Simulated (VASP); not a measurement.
# Si29Sn3 (P1) in VASP: single point with PBEsol

Aim: the single point of Si29Sn3 with PBEsol.

All numbers are computed with VASP 6.6.1; they aren't measurements. Logs are shortened: lines on timing, memory, paths and dates and some standing lists are left out, and cuts for length are marked.

## (1) The cell of the first run

The typed cell holds 64 atoms: a = 11.076 Å, b = 11.076 Å, c = 11.076 Å, α = 90.00°, β = 90.00°, γ = 90.00°.

## (2) Single point, PBEsol

The input, INCAR:

```
SYSTEM = Si29Sn3
ALGO = Normal
EDIFF = 1E-6
ENCUT = 520
GGA = PS
ISIF = 2
ISMEAR = -1
LASPH = .True.
LCHARG = .False.
LREAL = Auto
LWAVE = .False.
NBANDS = 196
NELM = 80
PREC = Accurate
SIGMA = 0.05
```

The input, KPOINTS:

```
Automatic mesh
0
Gamma
  1 1 1
  0.5 0.5 0.5
```

The input, POSCAR:

```
Si29Sn3
1.0
   11.0758236905      0.0000000000      0.0000000000
    0.0000000000     11.0758236905      0.0000000000
    0.0000000000      0.0000000000     11.0758236905
Si Sn
58 6
Direct
    0.0000660000      0.9995770000      0.9999820000
    0.9995870000      0.0006750000      0.4997740000
    0.9996970000      0.4998500000      0.0004470000
    0.9994780000      0.5000180000      0.5003700000
    0.5007940000      0.0016270000      0.0014640000
    0.4995100000      0.0025790000      0.4972610000
    0.4994540000      0.4969590000      0.0029120000
    0.1247680000      0.1246330000      0.1249170000
    0.1204330000      0.1230360000      0.6241000000
    0.1204890000      0.6241100000      0.1229530000
    0.1188400000      0.6278620000      0.6280470000
    0.6236500000      0.1228090000      0.1229150000
    0.6272810000      0.1195600000      0.6279650000
    0.6273230000      0.6277250000      0.1197460000
    0.2488990000      0.2483680000      0.9973330000
    0.2379860000      0.2382620000      0.4905670000
    0.2469090000      0.7500070000      0.0048120000
    0.2342420000      0.7624610000      0.5067370000
    0.7509800000      0.2488850000      0.0032060000
    0.7612590000      0.2383700000      0.5099570000
    0.7533900000      0.7510650000      0.9999760000
    0.7647440000      0.7629800000      0.4877530000
    0.3715320000      0.3709120000      0.1210200000
    0.3761350000      0.8779020000      0.1211660000
    0.3636980000      0.8885910000      0.6181760000
    0.8778730000      0.3760380000      0.1221910000
    0.8811250000      0.3710860000      0.6284680000
    0.8759710000      0.8749850000      0.1262490000
    0.8786550000      0.8786900000      0.6242530000
    0.2491060000      0.9970780000      0.2484670000
    0.2466540000      0.0048890000      0.7502020000
    0.2377070000      0.4905930000      0.2385600000
    0.2344890000      0.5065580000      0.7624610000
    0.7507550000      0.0030860000      0.2491830000
    0.7535850000      0.9998420000      0.7511190000
    0.7615110000      0.5096980000      0.2384350000
    0.7642790000      0.4876440000      0.7632690000
    0.3718430000      0.1206970000      0.3709490000
    0.3759520000      0.1213480000      0.8779170000
    0.3639100000      0.6178070000      0.8887410000
    0.8776130000      0.1223560000      0.3760840000
    0.8762040000      0.1258870000      0.8752090000
    0.8814670000      0.6281120000      0.3711990000
    0.8783940000      0.6242430000      0.8787200000
    0.9971630000      0.2491750000      0.2492200000
    0.0024360000      0.2485750000      0.7510990000
    0.0025250000      0.7509520000      0.2486670000
    0.9969600000      0.7510450000      0.7511760000
    0.4896080000      0.2380370000      0.2380950000
    0.5093900000      0.2379810000      0.7619910000
    0.5095660000      0.7620840000      0.2379410000
    0.1193400000      0.3724110000      0.3726890000
    0.1198100000      0.3738520000      0.8787340000
    0.1197270000      0.8787930000      0.3739520000
    0.1250680000      0.8746470000      0.8748230000
    0.6274240000      0.3715610000      0.8809310000
    0.6275680000      0.8805840000      0.3719630000
    0.6339630000      0.8856550000      0.8856590000
    0.4988660000      0.4983920000      0.4978990000
    0.6488650000      0.6305410000      0.6305080000
    0.3607950000      0.3610960000      0.6394900000
    0.3605050000      0.6399230000      0.3608650000
    0.4899420000      0.7606830000      0.7609100000
    0.6385380000      0.3600570000      0.3601070000
```

Potentials or basis: VASP PAW PBE potentials, release 64 (Si, Sn_d).

Command:

```bash
$ cat potpaw_PBE.64/Si/POTCAR potpaw_PBE.64/Sn_d/POTCAR > POTCAR
$ mpirun -np 1 vasp_std > vasp.out
```

OUTCAR:

```text
SYSTEM = Si29Sn3
   EDIFF = 1E-6
   ENCUT = 520
   GGA = PS
   ISIF = 2
   ISMEAR = -1
   LASPH = .True.
   LREAL = Auto
   NELM = 80
   PREC = Accurate

 ion  position               nearest neighbor table
   1  0.000  1.000  1.000-   8 2.40  42 2.40  28 2.40  55 2.40
   2  1.000  0.001  0.500-  41 2.35  29 2.35   9 2.35  54 2.35
   3  1.000  0.500  0.000-  26 2.35  44 2.35  10 2.35  53 2.35
   4  0.999  0.500  0.500-  11 2.40  52 2.40  43 2.40  27 2.40
   5  0.501  0.002  0.001-  12 2.34  58 2.34  24 2.35  39 2.35
   6  0.500  0.003  0.497-  25 2.38  38 2.38  57 2.40  13 2.40
[... 56 lines left out ...]
  63  0.490  0.761  0.761-  58 2.52  40 2.54  25 2.54  60 2.69
  64  0.639  0.360  0.360-  49 2.52  36 2.53  20 2.53  59 2.66

  LATTYP: Found a simple cubic cell.
 ALAT       =    11.0758236905

  Lattice vectors:

 A1 = (  11.0758236905,   0.0000000000,   0.0000000000)
 A2 = (   0.0000000000,  11.0758236905,   0.0000000000)
 A3 = (   0.0000000000,   0.0000000000,  11.0758236905)

Analysis of symmetry for initial positions (statically):
=====================================================================
 Subroutine PRICEL returns:
 Original cell was already a primitive cell.

 Routine SETGRP: Setting up the symmetry group for a
 simple cubic supercell.

 Subroutine GETGRP returns: Found  1 space group operations
 (whereof  1 operations were pure point group operations)
 out of a pool of 48 trial point group operations.

The static configuration has the point symmetry C_1 .

Analysis of symmetry for dynamics (positions and initial velocities):
=====================================================================
 Subroutine PRICEL returns:
 Original cell was already a primitive cell.

 Routine SETGRP: Setting up the symmetry group for a
 simple cubic supercell.

 Subroutine GETGRP returns: Found  1 space group operations
 (whereof  1 operations were pure point group operations)
 out of a pool of 48 trial point group operations.

The dynamic configuration has the point symmetry C_1 .

 Subroutine INISYM returns: Found  1 space group operations
 (whereof  1 operations are pure point group operations),
 and found     1 'primitive' translations

----------------------------------------------------------------------------------------

                                     Primitive cell

  volume of cell :    1358.7142

  direct lattice vectors                    reciprocal lattice vectors
    11.075823691  0.000000000  0.000000000     0.090286739  0.000000000  0.000000000
     0.000000000 11.075823691  0.000000000     0.000000000  0.090286739  0.000000000
     0.000000000  0.000000000 11.075823691     0.000000000  0.000000000  0.090286739

  length of vectors
    11.075823691 11.075823691 11.075823691     0.090286739  0.090286739  0.090286739

  position of ions in fractional coordinates (direct lattice)
     0.000066000  0.999577000  0.999982000
     0.999587000  0.000675000  0.499774000
     0.999697000  0.499850000  0.000447000
     0.999478000  0.500018000  0.500370000
     0.500794000  0.001627000  0.001464000
     0.499510000  0.002579000  0.497261000
[... 56 lines left out ...]
     0.489942000  0.760683000  0.760910000
     0.638538000  0.360057000  0.360107000

  ion indices of the primitive-cell ions
   primitive index   ion index
                 1           1
                 2           2
                 3           3
                 4           4
                 5           5
                 6           6
[... 56 lines left out ...]
                63          63
                64          64

----------------------------------------------------------------------------------------

 KPOINTS: Automatic mesh

Automatic generation of k-mesh.
 Grid dimensions read from file:
 generate k-points for:    1    1    1

 Generating k-lattice:

  Cartesian coordinates                     Fractional coordinates (reciprocal lattice)
     0.090286739  0.000000000  0.000000000     1.000000000  0.000000000  0.000000000
     0.000000000  0.090286739  0.000000000     0.000000000  1.000000000  0.000000000
     0.000000000  0.000000000  0.090286739     0.000000000  0.000000000  1.000000000

  Length of vectors
     0.090286739  0.090286739  0.090286739

  Shift w.r.t. Gamma in fractional coordinates (k-lattice)
     0.500000000  0.500000000  0.500000000

 Subroutine IBZKPT returns following result:
 ===========================================

 Found      1 irreducible k-points:

 Following reciprocal coordinates:
            Coordinates               Weight
  0.500000  0.500000  0.500000      1.000000
   k-points           NKPTS =      1   k-points in BZ     NKDIM =      1   number of bands    NBANDS=    196
   number of dos      NEDOS =    301   number of ions     NIONS =     64
   total plane-waves  NPLWV = 592704
   dimension x,y,z NGX =    84 NGY =   84 NGZ =   84
   dimension x,y,z NGXF=   168 NGYF=  168 NGZF=  168
   ions per type =              58   6
   NGX,Y,Z   is equivalent  to a cutoff of  12.61, 12.61, 12.61 a.u.
   NGXF,Y,Z  is equivalent  to a cutoff of  25.22, 25.22, 25.22 a.u.
 SYSTEM =  Si29Sn3
   PREC   = accura    normal or accurate (medium, high low for compatibility)
   ISTART =      0    job   : 0-new  1-cont  2-samecut
   ICHARG =      2    charge: 1-file 2-atom 10-const
   ISPIN  =      1    spin polarized calculation?
   LNONCOLLINEAR =      F non collinear calculations
   LSORBIT =      F    spin-orbit coupling
   LASPH  =      T    aspherical Exc in radial PAW
   ENCUT  =  520.0 eV  38.22 Ry    6.18 a.u.  20.59 20.59 20.59*2*pi/ulx,y,z
   NELM   =     80;   NELMIN=  2; NELMDL= -5     # of ELM steps
   EDIFF  = 0.1E-05   stopping-criterion for ELM
   LREAL  =      T    real-space projection
   EDIFFG = 0.1E-04   stopping-criterion for IOM
   NSW    =      0    number of steps for IOM
   IBRION =     -1    ionic relax: 0-MD 1-quasi-New 2-CG
   NFREE  =      0    steps in history (QN), initial steepest desc. (CG)
   ISIF   =      2    stress and relaxation
   ISYM   =      2    0-nonsym 1-usesym 2-fastsym
   POTIM  = 0.5000    time-step for ionic-motion
   TEBEG  =    0.0;   TEEND  =   0.0 temperature during run
   PSTRESS=    0.0 pullay stress
   NELECT =     316.0000    total number of electrons
   NUPDOWN=      -1.0000    fix difference up-down
   EMIN   =  10.00;   EMAX   =-10.00  energy-range for DOS
   EFERMI =   0.00;   METHOD = LEGACY
   ISMEAR =    -1;   SIGMA  =   0.05  broadening in eV -4-tet -1-fermi 0-gaus
   EFERMI_NEDOS =   21; number of points for ismear=-14 and -15
   IALGO  =     38    algorithm
   IMIX   =      4    mixing-type and parameters
     AMIX     =   0.40;   BMIX     =  1.00
     AMIX_MAG =   1.60;   BMIX_MAG =  1.00
  volume/ion in A,a.u.               =      21.23       143.27
  Fermi-wavevector in a.u.,A,eV,Ry     =   1.006764  1.902509 13.790517  1.013574
  Thomas-Fermi vector in A             =   2.139527
   LORBIT       =      0    0 simple, 1 ext, 2 COOP (PROOUT), +10 PAW based schemes
   GGA     = PS    functional components
   LHFCALC =     F    Hartree Fock is set to
   AEXX    =    0.0000 exact exchange contribution
   IVDW    =     0    specifies the selected vdW correction
   LEPSILON=     F    determine dielectric tensor
   LRPA    =     F    only Hartree local field effects (RPA)
 non-spin polarized calculation
  energy-cutoff  :      520.00
  volume of cell :     1358.71
 maximum number of plane-waves:     36552
 NGX is ok and might be reduce to    84
   NGX = 41   NGY = 41   NGZ = 41

 number of electron     316.0000014 magnetization

 Free energy of the ion-electron system (eV)
  ---------------------------------------------------
  ext. energy  EPLUGINS =         0.00000000
  ---------------------------------------------------
  free energy    TOTEN  =      -349.67930784 eV

  energy without entropy =     -349.67919888  energy(sigma->0) =     -349.67925336

 E-fermi :   6.3060     XC(G=0):  -9.5115

 val. band max:        5.8022358448   @ k =   0.5000   0.5000   0.5000
 cond. band min:       6.8696591238   @ k =   0.5000   0.5000   0.5000
 fundamental gap:      1.0674232790
 Fermi energy:         6.3060457055

 k-point     1 :       0.5000    0.5000    0.5000
  band No.  band energies     occupation
      1     -15.2743      2.00000
      2     -15.2469      2.00000
      3     -15.2371      2.00000
      4     -15.1820      2.00000
      5     -15.0878      2.00000
      6     -15.0803      2.00000
[... 162 lines left out ...]
    169       7.0524      0.00000
    170       7.0738      0.00000
 [bands above 170 left out]

------------------------ aborting loop because EDIFF is reached ----------------------------------------

  FORCE on cell =-STRESS in cart. coord.  units (eV):
  Direction    XX          YY          ZZ          XY          YZ          ZX
  --------------------------------------------------------------------------------------
  -------------------------------------------------------------------------------------
  Total        1.0917047      0.7257203      0.7369579      0.1791634     -0.6592504      0.1787447
  in kB        1.2873234      0.8557596      0.8690107      0.2112670     -0.7773792      0.2107733
  external PRESSURE =       1.0040312 kB  Pullay stress =       0.0000000 kB

 VOLUME and BASIS-vectors are now :
 -----------------------------------------------------------------------------
  energy-cutoff  :      520.00
  volume of cell :     1358.71
      direct lattice vectors                 reciprocal lattice vectors
    11.075823691  0.000000000  0.000000000     0.090286739  0.000000000  0.000000000
     0.000000000 11.075823691  0.000000000     0.000000000  0.090286739  0.000000000
     0.000000000  0.000000000 11.075823691     0.000000000  0.000000000  0.090286739

 POSITION                                       TOTAL-FORCE (eV/Angst)
 -----------------------------------------------------------------------------------
      0.00073     11.07114     11.07562         0.006477      0.003286      0.000176
     11.07125      0.00748      5.53541         0.009264     -0.003108     -0.001419
     11.07247      5.53625      0.00495         0.004346     -0.003056      0.001990
     11.07004      5.53811      5.54201         0.001475     -0.003721     -0.002069
      5.54671      0.01802      0.01622         0.002878     -0.003660     -0.002191
      5.53248      0.02856      5.50758        -0.002657     -0.003078      0.005026
[... 56 lines left out ...]
      5.42651      8.42519      8.42771         0.005730     -0.009059     -0.026230
      7.07233      3.98793      3.98848         0.008692      0.003307      0.003734
 -----------------------------------------------------------------------------------
    total drift:                               -0.024517      0.010112      0.001031

  FREE ENERGIE OF THE ION-ELECTRON SYSTEM (eV)
  ---------------------------------------------------
  free  energy   TOTEN  =      -349.6793078432 eV

  energy  without entropy=     -349.6791988776  energy(sigma->0) =     -349.67925336
```

Wall time 6 min (1 thread of Intel Xeon Platinum 8375C at 2.90GHz (Ice Lake), shared host); peak memory 1.1 GiB.

What came out:

```
Free energy            : -349.6793 eV
Pressure               : 0.1 GPa
Largest force          : 0.029 eV/Å
Band gap on the k mesh : 1.07 eV
```

Forces in eV/Å, atoms in the order of the input:
```
Si   0.006  0.003  0.000
Si   0.009 -0.003 -0.001
Si   0.004 -0.003  0.002
Si   0.001 -0.004 -0.002
Si   0.003 -0.004 -0.002
Si  -0.003 -0.003  0.005
Si   0.001  0.000  0.001
Si  -0.001  0.002  0.001
Si   0.005 -0.003  0.016
Si   0.003  0.011  0.000
Si   0.005  0.001  0.003
Si   0.020  0.002  0.001
Si   0.000  0.003  0.000
Si   0.002  0.000  0.005
Si  -0.008 -0.005  0.004
Si   0.006  0.016  0.003
Si  -0.007  0.016 -0.001
Si   0.010 -0.008  0.004
Si   0.005 -0.005 -0.006
Si  -0.008  0.012 -0.004
Si   0.007  0.000  0.005
Si  -0.008 -0.001 -0.004
Si   0.001 -0.005  0.001
Si  -0.014  0.001  0.006
Si   0.003 -0.013 -0.004
Si  -0.005 -0.016  0.001
Si  -0.006  0.003 -0.008
Si  -0.003  0.005 -0.004
Si  -0.004 -0.002  0.016
Si  -0.010  0.007 -0.007
Si  -0.002 -0.008  0.012
Si   0.009 -0.001  0.008
Si   0.005  0.000 -0.012
Si   0.011 -0.005 -0.008
Si   0.002  0.001  0.002
Si  -0.011  0.000  0.008
Si   0.001 -0.004 -0.006
Si  -0.006  0.001 -0.001
Si  -0.016  0.001  0.001
Si  -0.002  0.000 -0.015
Si  -0.003 -0.002 -0.014
Si  -0.007 -0.001  0.003
Si  -0.011 -0.007  0.000
Si   0.000  0.014 -0.001
Si   0.000 -0.008 -0.005
Si   0.000 -0.008  0.007
Si  -0.001  0.010 -0.007
Si   0.002  0.008  0.006
Si   0.001  0.009  0.009
Si   0.000  0.010 -0.004
Si  -0.006 -0.010  0.012
Si   0.003  0.003  0.001
Si   0.003 -0.017 -0.001
Si   0.004 -0.004 -0.018
Si  -0.005 -0.003  0.000
Si   0.004 -0.001 -0.006
Si   0.002 -0.002 -0.006
Si   0.008  0.001  0.002
Sn  -0.008  0.003  0.000
Sn  -0.009  0.016  0.022
Sn  -0.001  0.002 -0.003
Sn   0.004 -0.003  0.008
Sn   0.006 -0.009 -0.026
Sn   0.009  0.003  0.004
```

Levels at points of the mesh, in eV from the valence-band top:
```
           k point  band 155  band 156  band 157  band 158  band 159  band 160  band 161  band 162
(0.50, 0.50, 0.50)     -0.62     -0.17     -0.17      0.00      1.07      1.08      1.11      1.11
```

Caveat: the k points lie up to 0.57 Å⁻¹ apart; the PAW data sets were made with another functional, which shifts forces and pressure a little; spin-orbit coupling is left out, which moves the levels of the heavy elements; a shifted mesh leaves out Γ, where band edges can lie.
